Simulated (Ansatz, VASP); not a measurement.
**Pt in VASP and in Ansatz**

Contents of INCAR:

```
SYSTEM = Pt
PREC     = Accurate       ! precision mode
ENCUT    = 520            ! plane-wave cutoff, eV
EDIFF    = 1E-7           ! SCF threshold, eV
ISMEAR   = 0              ! smearing method
SIGMA    = 0.15           ! smearing width, eV
LREAL    = .FALSE.        ! projectors in reciprocal space
LASPH    = .TRUE.         ! aspherical terms in the spheres
NELM     = 60             ! most SCF steps
ALGO     = Fast           ! electronic algorithm
ISIF     = 2              ! what is computed and relaxed
LWAVE    = .FALSE.        ! write WAVECAR
LCHARG   = .TRUE.         ! write CHGCAR
GGA      = PE             ! functional
LELF     = .TRUE.         ! ELF
LVHAR    = .TRUE.       
NBANDS   = 11             ! bands
```

The input KPOINTS:

```
regular mesh
0
G
  20 20 20
  0 0 0
```

The input POSCAR:

```
Pt
1.0
   -0.0587370000      1.9579000000      1.9579000000
    1.9579000000     -0.0587370000      1.9579000000
    1.8991630000      1.8991630000      0.0000000000
Pt
1
Direct
    0.0000000000      0.0000000000      0.0000000000
```

Input for Ansatz:

```yaml
crystal:
  lattice:
    - [-0.058737, 1.9579, 1.9579]
    - [1.9579, -0.058737, 1.9579]
    - [1.899163, 1.899163, 0.0]
  atoms:
    - { symbol: Pt, position: [0.0, 0.0, 0.0] }
basis:
  ecutwfc: 420
kpoints:
  mp_grid: { grid: [20, 20, 20] }
hamiltonian:
  xc: pbe
scf:
  occupations: { method: gaussian, width: 0.15 }
output:
  forces: true
  stress: true
  eigenvalues: true
```

Change from the starting cell: strain -0.0600 x Voigt [0, 0, 0, 0, 0, 1], atoms carried along.

Alike in both runs: task single point; functional PBE; k mesh 20 × 20 × 20; occupations gaussian, width 0.15 eV; no spin polarisation.

|  | VASP | Ansatz |
| --- | --- | --- |
| version | VASP 6.6.1 | Ansatz 0.2.0 |
| potentials or method | VASP PAW PBE potentials, release 64 (Pt), cutoff 520 eV | scalar-relativistic, plane waves, PAW |
| valence electrons in the cell | 10 | 18 |

|  | VASP | Ansatz | Ansatz less VASP |
| --- | --- | --- | --- |
| gap on the k mesh at the Fermi level (eV) | none | none | - |
| pressure (GPa) | 12.1 | 12.6 | +0.55 |
| traceless stress, the component that is largest in VASP (GPa) | 5.62 | 5.61 | -0.004 |

A gap of «none» marks a metal or a gap that the smearing closes. VASP's potentials hold 10 valence electrons a cell and Ansatz's 18, so a difference there can come from the potentials and not from the codes.

Neither program's run includes spin-orbit coupling.
